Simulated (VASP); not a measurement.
A run of VASP 6.6.1:

Contents of INCAR:

```
PREC     = Accurate       # precision mode
ENCUT    = 520            # plane-wave cutoff, eV
EDIFF    = 1E-6           # SCF threshold, eV
ISMEAR   = 0              # smearing method
SIGMA    = 0.05           # smearing width, eV
LREAL    = False          # projectors in reciprocal space
LASPH    = True           # aspherical terms in the spheres
NELM     = 60             # most SCF steps
ALGO     = Normal         # electronic algorithm
ISIF     = 2              # what is computed and relaxed
LWAVE    = False          # write WAVECAR
LCHARG   = False          # write CHGCAR
IBRION   = 2              # ionic algorithm
NSW      = 50             # ionic steps
EDIFFG   = -0.01          # ionic threshold
```

The input KPOINTS:

```
regular mesh
0
Gamma
  9 9 6
```

POSCAR

```
AlN
1.0
    3.0886152983      0.0000000000      0.0000000000
   -1.5443076491      2.6748193108      0.0000000000
    0.0000000000      0.0000000000      4.3504000000
Al N
2 2
Direct
    0.3333333333      0.6666666667      0.0015210172
    0.6666666667      0.3333333333      0.5015210172
    0.3333333333      0.6666666667      0.3834789828
    0.6666666667      0.3333333333      0.8834789828
```

Potentials or basis: VASP PAW LDA potentials, release 64 (Al, N).

The run is started by

```sh
$ cat potpaw_LDA.64/Al/POTCAR potpaw_LDA.64/N/POTCAR > POTCAR
$ mpirun -np 1 vasp_std > vasp.out
```

Hardware: 1 thread of Intel(R) Xeon(R) 6975P-C (Granite Rapids), with other jobs on the host.

Problem. Estimate the wall time of this run.

Solution. Wall time 19 s on 1 thread of Intel(R) Xeon(R) 6975P-C (Granite Rapids) (shared host), peak memory 0.14 GiB. Counts: scf iterations 31, k points 48, ion steps 3.
